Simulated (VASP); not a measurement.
Wanted: the native input for a VASP 6.6.1 run.

```yaml
Task: single point
Functional: r2SCAN
Potentials_or_basis: VASP PAW PBE potentials, release 64 (Hg, Te)
Cutoff: 520 eV
k_mesh: 7 × 7 × 7
Occupations: fermi-dirac, width 0.05 eV
Spin: no spin polarisation
Dipole_correction: no
Further_INCAR_settings: ALGO = Normal; EDIFF = 1e-06; NBANDS = 16
```

The system is HgTe (Coloradoite).

```
Hg Te
1.0
     0.00000    3.21450    3.21450
     3.21450    0.00000    3.21450
     3.21450    3.21450    0.00000
Hg Te
1 1
Cartesian
  0.0000 0.0000 0.0000
  4.8217 4.8217 4.8217
```

The input as run:

POSCAR

```
HgTe
1.0
    0.0000000000      3.2145000000      3.2145000000
    3.2145000000      0.0000000000      3.2145000000
    3.2145000000      3.2145000000      0.0000000000
Hg Te
1 1
Direct
    0.0000000000      0.0000000000      0.0000000000
    0.7500000000      0.7500000000      0.7500000000
```

INCAR.step1

```
SYSTEM = HgTe
  ALGO = Normal
  EDIFF = 1E-4
  ENCUT = 520
  GGA = PE
  ISMEAR = -1
  LASPH = .True.
  LCHARG = .False.
  LREAL = .False.
  LWAVE = .True.
  NBANDS = 16
  NELM = 60
  PREC = Accurate
  SIGMA = 0.05
```

INCAR.step2

```
SYSTEM = HgTe
  ALGO = Normal
  EDIFF = 1E-6
  ENCUT = 520
  ISIF = 2
  ISMEAR = -1
  ISTART = 1
  LASPH = .True.
  LCHARG = .False.
  LMIXTAU = .True.
  LREAL = .False.
  LWAVE = .False.
  METAGGA = R2SCAN
  NBANDS = 16
  NELM = 60
  PREC = Accurate
  SIGMA = 0.05
```

KPOINTS

```
k-points
0
Gamma
  7 7 7
  0 0 0
```

Potentials or basis: VASP PAW PBE potentials, release 64 (Hg, Te).

Run with:

```sh
$ cat potpaw_PBE.64/Hg/POTCAR potpaw_PBE.64/Te/POTCAR > POTCAR
$ cp INCAR.step1 INCAR
$ mpirun -np 1 vasp_std > vasp.out
$ cp INCAR.step2 INCAR
$ mpirun -np 1 vasp_std > vasp.out
```

It gave:

The pressure is 3.3 GPa. The band gap on the k mesh is zero (filled and empty bands touch).

Caveat: the PAW data sets were made with another functional, which shifts forces and pressure a little; spin-orbit coupling is left out, which moves the levels of the heavy elements.

Run time: 120 s on 1 thread of Intel Xeon 8259CL (shared host), peak memory 0.22 GiB.
